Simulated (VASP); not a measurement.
# TiSi3Ni3Sn in VASP: a series of runs

TiSi3Ni3Sn is run at these levels: PBE; tasks: single point.

All numbers are computed with VASP 6.6.1; they aren't measurements. Logs are shortened: lines on timing, memory, paths and dates and some standing lists are left out, and cuts for length are marked.

## 1. The cell of the first run

The cell holds a disordered packing, 16 atoms: a = 6.248 Å, b = 6.323 Å, c = 6.435 Å, α = 90.67°, β = 89.37°, γ = 91.20°.

## 2. Single point, PBE

The input, INCAR:

```
SYSTEM = TiSi3Ni3Sn
PREC = Accurate
ENCUT = 400
EDIFF = 1E-6
ISMEAR = -1
SIGMA = 0.1982
LREAL = Auto
LASPH = .True.
NELM = 120
ALGO = Normal
ISIF = 2
LWAVE = .False.
LCHARG = .False.
GGA = PE
NBANDS = 82
ISYM = -1
GGA_COMPAT = .False.
```

The input, KPOINTS:

```
explicit points
1
Reciprocal
  0.25000000   0.25000000   0.25000000 1
```

The input, POSCAR:

```
TiSi3Ni3Sn
1.0
    6.2479670000     -0.0655450000      0.0346490000
   -0.0655450000      6.3227860000     -0.0372930000
    0.0346490000     -0.0372930000      6.4352010000
Si Ni Sn Ti
6 6 2 2
Direct
    0.6233356734      0.9337868579      0.4030229601
    0.4310431639      0.8718354473      0.6960082746
   -0.0506594844      0.2305380447      1.0074865969
    0.9739945285      0.9469953762      0.6306715769
    0.3320598305      0.2316651000      0.3462040961
    0.1372083778      0.8654552477      0.0030837093
    0.9499737247      0.6062898240      0.7609681076
    0.5698222702      0.2675438676      0.1222379443
    0.5770570999      0.5831006619      0.4375484342
    0.8956619179      0.1320027211      0.3206445281
    0.2233162031      0.8422090150      0.3433381207
    0.1837842754      0.2586773691      0.6689058996
   -0.0323305059      0.5085560913      0.3888782653
    0.3141901006      0.4915684683      0.9614844494
    0.6942049816      0.8352556634     -0.0025970158
    0.6370621130      0.2264863385      0.6911595753
```

Potentials or basis: VASP PAW PBE potentials, release 64 (Si, Ni, Sn_d, Ti_sv).

On the command line:

```bash
$ cat potpaw_PBE.64/Si/POTCAR potpaw_PBE.64/Ni/POTCAR potpaw_PBE.64/Sn_d/POTCAR potpaw_PBE.64/Ti_sv/POTCAR > POTCAR
$ mpirun -np 1 vasp_std > vasp.out
```

OUTCAR:

```text
SYSTEM = TiSi3Ni3Sn
   PREC = Accurate
   ENCUT = 400
   EDIFF = 1E-6
   ISMEAR = -1
   LREAL = Auto
   LASPH = .True.
   NELM = 120
   ISIF = 2
   GGA = PE
   ISYM = -1

 ion  position               nearest neighbor table
   1  0.623  0.934  0.403-  10 2.16   9 2.24   2 2.26  11 2.59  16 2.61   4 2.65   5 2.68  15 2.71
                             8 2.82
   2  0.431  0.872  0.696-   1 2.26  16 2.56  15 2.57   9 2.63  11 2.63   6 2.68  12 2.93   4 2.94
                            14 3.04
   3  0.949  0.231  0.007-  10 2.14   8 2.49   6 2.61  12 2.62  14 2.80  16 2.83   7 2.87  15 2.94
                             4 3.00  13 3.00
   4  0.974  0.947  0.631-   7 2.32  12 2.36  10 2.39  11 2.50   1 2.65   6 2.67  16 2.80   2 2.94
                             3 3.00  15 3.00  13 3.16
   5  0.332  0.232  0.346-   8 2.07  12 2.27  11 2.54   1 2.68   9 2.73  10 2.79  13 2.91  16 2.94
                            14 2.99
   6  0.137  0.865  0.003-  11 2.27   7 2.53   3 2.61  14 2.64   4 2.67   2 2.68  15 2.77  10 3.04

   7  0.950  0.606  0.761-   4 2.32  13 2.47   6 2.53  15 2.64  12 2.72  14 2.74   3 2.87
   8  0.570  0.268  0.122-   5 2.07  14 2.41   3 2.49  10 2.58  16 2.81   1 2.82   9 2.83  15 2.96
                            13 3.36
   9  0.577  0.583  0.438-   1 2.24  13 2.51   2 2.63   5 2.73   8 2.83  16 2.83  11 2.85
  10  0.896  0.132  0.321-   3 2.14   1 2.16   4 2.39  13 2.45   8 2.58  11 2.78   5 2.79  16 2.93
                            12 2.98   6 3.04
  11  0.223  0.842  0.343-   6 2.27   4 2.50   5 2.54   1 2.59   2 2.63  13 2.64  10 2.78   9 2.85
                            14 3.34
  12  0.184  0.259  0.669-   5 2.27   4 2.36  14 2.51   3 2.62   7 2.72  13 2.79  16 2.85   2 2.93
                            10 2.98
  13  0.968  0.509  0.389-  10 2.45   7 2.47   9 2.51  11 2.64  12 2.79   5 2.91   3 3.00   4 3.16
                            16 3.33   8 3.36  14 3.48
  14  0.314  0.492  0.961-   8 2.41  12 2.51   6 2.64   7 2.74   3 2.80   5 2.99   2 3.04  16 3.15
                            15 3.19  11 3.34  13 3.48
  15  0.694  0.835  0.997-   2 2.57   7 2.64   1 2.71   6 2.77   3 2.94   8 2.96   4 3.00  14 3.19

  16  0.637  0.226  0.691-   2 2.56   1 2.61   4 2.80   8 2.81   9 2.83   3 2.83  12 2.85  10 2.93
                             5 2.94  14 3.15  13 3.33

IMPORTANT INFORMATION: All symmetrisations will be switched off!
NOSYMM: (Re-)initialisation of all symmetry stuff for point group C_1.

----------------------------------------------------------------------------------------

                                     Primitive cell

  volume of cell :     254.1760

  direct lattice vectors                    reciprocal lattice vectors
     6.247967000 -0.065545000  0.034649000     0.160074144  0.001654378 -0.000852299
    -0.065545000  6.322786000 -0.037293000     0.001654378  0.158180633  0.000907774
     0.034649000 -0.037293000  6.435201000    -0.000852299  0.000907774  0.155405151

  length of vectors
     6.248406864  6.323235700  6.435402336     0.160084961  0.158191888  0.155410140

  position of ions in fractional coordinates (direct lattice)
     0.623335673  0.933786858  0.403022960
     0.431043164  0.871835447  0.696008275
     0.949340516  0.230538045  0.007486597
     0.973994529  0.946995376  0.630671577
     0.332059831  0.231665100  0.346204096
     0.137208378  0.865455248  0.003083709
[... 8 lines left out ...]
     0.694204982  0.835255663  0.997402984
     0.637062113  0.226486339  0.691159575

  ion indices of the primitive-cell ions
   primitive index   ion index
                 1           1
                 2           2
                 3           3
                 4           4
                 5           5
                 6           6
[... 8 lines left out ...]
                15          15
                16          16

----------------------------------------------------------------------------------------

 KPOINTS: explicit points

Read explicit list of k-points.

 Found      1 k-points:

 Following reciprocal coordinates:
            Coordinates               Weight
  0.250000  0.250000  0.250000      1.000000
   k-points           NKPTS =      1   k-points in BZ     NKDIM =      1   number of bands    NBANDS=     82
   number of dos      NEDOS =    301   number of ions     NIONS =     16
   total plane-waves  NPLWV =  74088
   dimension x,y,z NGX =    42 NGY =   42 NGZ =   42
   dimension x,y,z NGXF=    84 NGYF=   84 NGZF=   84
   ions per type =               6   6   2   2
   NGX,Y,Z   is equivalent  to a cutoff of  11.17, 11.04, 10.85 a.u.
   NGXF,Y,Z  is equivalent  to a cutoff of  22.35, 22.08, 21.70 a.u.
 SYSTEM =  TiSi3Ni3Sn
   PREC   = accura    normal or accurate (medium, high low for compatibility)
   ISTART =      0    job   : 0-new  1-cont  2-samecut
   ICHARG =      2    charge: 1-file 2-atom 10-const
   ISPIN  =      1    spin polarized calculation?
   LNONCOLLINEAR =      F non collinear calculations
   LSORBIT =      F    spin-orbit coupling
   LASPH  =      T    aspherical Exc in radial PAW
   ENCUT  =  400.0 eV  29.40 Ry    5.42 a.u.  10.19 10.31 10.49*2*pi/ulx,y,z
   NELM   =    120;   NELMIN=  2; NELMDL= -5     # of ELM steps
   EDIFF  = 0.1E-05   stopping-criterion for ELM
   LREAL  =      T    real-space projection
   EDIFFG = 0.1E-04   stopping-criterion for IOM
   NSW    =      0    number of steps for IOM
   IBRION =     -1    ionic relax: 0-MD 1-quasi-New 2-CG
   NFREE  =      0    steps in history (QN), initial steepest desc. (CG)
   ISIF   =      2    stress and relaxation
   ISYM   =     -1    0-nonsym 1-usesym 2-fastsym
   POTIM  = 0.5000    time-step for ionic-motion
   TEBEG  =    0.0;   TEEND  =   0.0 temperature during run
   PSTRESS=    0.0 pullay stress
   NELECT =     136.0000    total number of electrons
   NUPDOWN=      -1.0000    fix difference up-down
   EMIN   =  10.00;   EMAX   =-10.00  energy-range for DOS
   EFERMI =   0.00;   METHOD = LEGACY
   ISMEAR =    -1;   SIGMA  =   0.20  broadening in eV -4-tet -1-fermi 0-gaus
   EFERMI_NEDOS =   21; number of points for ismear=-14 and -15
   IALGO  =     38    algorithm
   IMIX   =      4    mixing-type and parameters
     AMIX     =   0.40;   BMIX     =  1.00
     AMIX_MAG =   1.60;   BMIX_MAG =  1.00
  volume/ion in A,a.u.               =      15.89       107.20
  Fermi-wavevector in a.u.,A,eV,Ry     =   1.329055  2.511550 24.033156  1.766387
  Thomas-Fermi vector in A             =   2.458246
   LORBIT       =      0    0 simple, 1 ext, 2 COOP (PROOUT), +10 PAW based schemes
   GGA     = PE    functional components
   LHFCALC =     F    Hartree Fock is set to
   AEXX    =    0.0000 exact exchange contribution
   IVDW    =     0    specifies the selected vdW correction
   LEPSILON=     F    determine dielectric tensor
   LRPA    =     F    only Hartree local field effects (RPA)
 non-spin polarized calculation
  energy-cutoff  :      400.00
  volume of cell :      254.18
 maximum number of plane-waves:      4611
 NGX is ok and might be reduce to    40
   NGX = 21   NGY = 21   NGZ = 21

 number of electron     135.9999968 magnetization

 Free energy of the ion-electron system (eV)
  ---------------------------------------------------
  ext. energy  EPLUGINS =         0.00000000
  ---------------------------------------------------
  free energy    TOTEN  =       -89.56690668 eV

  energy without entropy =      -88.12138408  energy(sigma->0) =      -88.84414538

 E-fermi :   8.4453     XC(G=0): -11.2760

 val. band max:        8.2036492332   @ k =   0.2500   0.2500   0.2500
 cond. band min:       8.4504154488   @ k =   0.2500   0.2500   0.2500
 fundamental gap:      0.2467662156
 Fermi energy:         8.4453049364

 k-point     1 :       0.2500    0.2500    0.2500
  band No.  band energies     occupation
      1     -48.8947      2.00000
      2     -48.6187      2.00000
      3     -25.2196      2.00000
      4     -25.1456      2.00000
      5     -25.1040      2.00000
      6     -24.9290      2.00000
[... 72 lines left out ...]
     79      10.2767      0.00019
     80      10.5410      0.00005
 [bands above 80 left out]

------------------------ aborting loop because EDIFF is reached ----------------------------------------

  FORCE on cell =-STRESS in cart. coord.  units (eV):
  Direction    XX          YY          ZZ          XY          YZ          ZX
  --------------------------------------------------------------------------------------
  -------------------------------------------------------------------------------------
  Total       -2.6746917     -7.3554263     -4.8747146     -0.6731570     -6.2525575     -4.2536057
  in kB      -16.8596962    -46.3643169    -30.7273569     -4.2431892    -39.4124753    -26.8122489
  external PRESSURE =     -31.3171233 kB  Pullay stress =       0.0000000 kB

 VOLUME and BASIS-vectors are now :
 -----------------------------------------------------------------------------
  energy-cutoff  :      400.00
  volume of cell :      254.18
      direct lattice vectors                 reciprocal lattice vectors
     6.247967000 -0.065545000  0.034649000     0.160074144  0.001654378 -0.000852299
    -0.065545000  6.322786000 -0.037293000     0.001654378  0.158180633  0.000907774
     0.034649000 -0.037293000  6.435201000    -0.000852299  0.000907774  0.155405151

 POSITION                                       TOTAL-FORCE (eV/Angst)
 -----------------------------------------------------------------------------------
      3.84734      5.84825      2.58031        -0.536616      0.123054     -1.568428
      2.66011      5.45822      4.46137        -1.456208      0.036492      0.541685
      5.91660      1.39514      0.07247        -1.317704      0.383864     -2.665347
      6.04527      5.90029      4.05693         0.249253     -0.255907      0.321093
      2.07151      1.43009      2.23076        -0.804217     -0.410103      1.915417
      0.80065      5.46298     -0.00768        -0.638692      0.062442     -0.141695
[... 8 lines left out ...]
      4.31718      5.19844      6.41139        -0.071154      0.246399     -0.080392
      3.98945      1.36449      4.46138         0.696746      0.435533      0.034978
 -----------------------------------------------------------------------------------
    total drift:                                0.003486      0.002932     -0.000180

  FREE ENERGIE OF THE ION-ELECTRON SYSTEM (eV)
  ---------------------------------------------------
  free  energy   TOTEN  =       -89.5669066810 eV

  energy  without entropy=      -88.1213840793  energy(sigma->0) =      -88.84414538
```

Wall time 37 s (1 thread of Intel Xeon 6975P-C (Granite Rapids), shared host); peak memory 0.26 GiB.

Results:

```
Free energy   : -89.5669 eV
Pressure      : -3.1 GPa
Largest force : 2.998 eV/Å
```

Forces on the atoms (eV/Å):
```
Si  -0.537  0.123 -1.568
Si  -1.456  0.036  0.542
Si  -1.318  0.384 -2.665
Si   0.249 -0.256  0.321
Si  -0.804 -0.410  1.915
Si  -0.639  0.062 -0.142
Ni  -0.278  0.301  1.403
Ni   2.666 -0.420 -0.549
Ni  -1.097 -0.222  0.134
Ni   1.466 -1.004  0.857
Ni   0.546  0.301  0.585
Ni  -0.514 -0.861 -0.120
Sn   0.072  0.945 -0.397
Sn   1.017  0.337 -0.270
Ti  -0.071  0.246 -0.080
Ti   0.697  0.436  0.035
```

Levels at points of the mesh, in eV from the Fermi level:
| k point | band 64 | band 65 | band 66 | band 67 | band 68 | band 69 | band 70 | band 71 |
| --- | --- | --- | --- | --- | --- | --- | --- | --- |
| (0.25, 0.25, 0.25) | -0.83 | -0.65 | -0.54 | -0.24 | 0.01 | 0.05 | 0.14 | 0.55 |

Caveat: the atoms stand as in a frame of molecular dynamics; spin-orbit coupling is left out, which moves the levels of the heavy elements.

(Continued in part 2 of 3.)
